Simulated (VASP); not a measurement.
Crystal: PbSe.

```
CELL_PARAMETERS angstrom
3.78432 0.00000 0.00000
0.00000 3.78432 0.00000
0.00000 0.00000 3.78432
ATOMIC_POSITIONS crystal
Pb 0.00000 0.00000 0.00000
Se 0.50000 0.50000 0.50000
```

```yaml
Program: VASP 6.6.1
Task: relaxation of cell and atoms
Functional: PBEsol
Potentials_or_basis: VASP PAW PBE potentials, release 64 (Pb_d, Se)
Cutoff: 600 eV
k_mesh: 7 × 7 × 7
Occupations: fermi-dirac, width 0.05 eV
Spin: no spin polarisation
```

At the start: pressure -3.2 GPa; volume 27.10 Å³/atom.

Task: Where does the relaxation end?

Result: Over 3 steps the energy falls by 17.9 meV/atom and the volume is 25.42 Å³/atom (-6.2 %); space group Pm-3m (No. 221, to 0.05 Å).

Step by step:
| step | energy change (eV) | largest force (eV/Å) | pressure (GPa) | volume (Å³) |
| --- | --- | --- | --- | --- |
| 1 | 0.0000 | 0.0000 | -3.22 | 54.20 |
| 2 | -0.0333 | 0.0000 | 0.99 | 50.04 |
| 3 | -0.0357 | 0.0000 | 0.00 | 50.85 |

Final structure:
```xyz
2
Lattice="3.7047 0.0000 0.0000 0.0000 3.7047 0.0000 0.0000 0.0000 3.7047" Properties=species:S:1:pos:R:3 pbc="T T T"
Pb    0.0000    0.0000    0.0000
Se    1.8523    1.8523    1.8523
```

Caveat: the PAW data sets were made with another functional, which shifts forces and pressure a little.
